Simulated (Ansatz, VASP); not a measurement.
# Two plane-wave programs on TiO2

The input INCAR:

```
ALGO     = Normal         # electronic algorithm
EDIFF    = 1E-6           # SCF threshold, eV
ENCUT    = 520            # plane-wave cutoff, eV
GGA      = PE             # functional
ISIF     = 2              # what is computed and relaxed
ISMEAR   = 0              # smearing method
LASPH    = T              # aspherical terms in the spheres
LCHARG   = T              # write CHGCAR
LDAU     = T              # DFT+U
LDAUJ    = 0 0          
LDAUL    = 2 -1           # shell
LDAUPRINT= 1            
LDAUTYPE = 2            
LDAUU    = 4 0            # U, eV
LELF     = T              # ELF
LMAXMIX  = 4              # l up to which the mixer works
LREAL    = F              # projectors in reciprocal space
LVHAR    = T            
LWAVE    = F              # write WAVECAR
NBANDS   = 33             # bands
NELM     = 150            # most SCF steps
PREC     = Accurate       # precision mode
SIGMA    = 0.05           # smearing width, eV
```

The input KPOINTS:

```
k-points
0
Gamma
  6 6 6
```

The input POSCAR:

```
TiO2
1.0
    2.6553285366     -2.6554023247     -0.0198141649
    2.6553285366      2.6554023247     -0.0198141649
   -2.6193061034      0.0000000000      4.8299503602
Ti O
2 4
Direct
    0.1250069486      0.8749930514      0.2500000000
    0.8749930514      0.1250069486      0.7500000000
    0.3424929808      0.0925162561      0.6849956835
    0.6575070192      0.9074837439      0.3150043165
    0.9074837439      0.6575070192      0.8150043165
    0.0925162561      0.3424929808      0.1849956835
```

Input for Ansatz:

```yaml
crystal:
  lattice:
    - [2.6553285366, -2.6554023247, -0.0198141649]
    - [2.6553285366, 2.6554023247, -0.0198141649]
    - [-2.6193061034, 0.0, 4.8299503602]
  atoms:
    - { symbol: Ti, position: [0.1250069486, 0.8749930514, 0.25] }
    - { symbol: Ti, position: [0.8749930514, 0.1250069486, 0.75] }
    - { symbol: O, position: [0.3424929808, 0.0925162561, 0.6849956835] }
    - { symbol: O, position: [0.6575070192, 0.9074837439, 0.3150043165] }
    - { symbol: O, position: [0.9074837439, 0.6575070192, 0.8150043165] }
    - { symbol: O, position: [0.0925162561, 0.3424929808, 0.1849956835] }
basis:
  ecutwfc: 520.0
kpoints:
  mp_grid: { grid: [6, 6, 6] }
hamiltonian:
  xc: pbe
  pseudopotentials: { kind: paw, azcp: { folder: soft_1 } }
  hubbard: { sites: [{ species: Ti, l: d, u_eff: 4.0 }] }
scf:
  occupations: { method: gaussian, width: 0.05 }
output:
  forces: true
  stress: true
  eigenvalues: true
  write_density: true
  write_potential: true
  elf: true
  volumetric_format: npy
```

Alike in both runs: task single point; functional PBE; k mesh 6 × 6 × 6; occupations gaussian, width 0.05 eV; no spin polarisation; Hubbard terms Ti d U = 4.0 eV.

|  | VASP | Ansatz |
| --- | --- | --- |
| version | VASP 6.6.1 | Ansatz 0.2.0 |
| potentials or method | VASP PAW PBE potentials, release 64 (Ti_sv, O), cutoff 520 eV | scalar-relativistic, plane waves, PAW |
| valence electrons in the cell | 48 | 48 |

|  | VASP | Ansatz | Ansatz less VASP |
| --- | --- | --- | --- |
| gap on the k mesh at the Fermi level (eV) | 2.35 | 2.28 | -0.071 |
| least direct gap on the mesh (eV) | 2.99 | 2.91 | -0.085 |
| pressure (GPa) | 11.4 | 6.7 | -4.69 |
| traceless stress, the component that is largest in VASP (GPa) | -14.41 | -12.30 | +2.110 |
| rms of the force components (eV/Å) | 0.541 | 0.585 | +0.0444 |

The programs project onto different local orbitals, so the same U acts differently, and such runs can settle in different states. Atom by atom the forces differ by 0.044 eV/Å (rms over components).
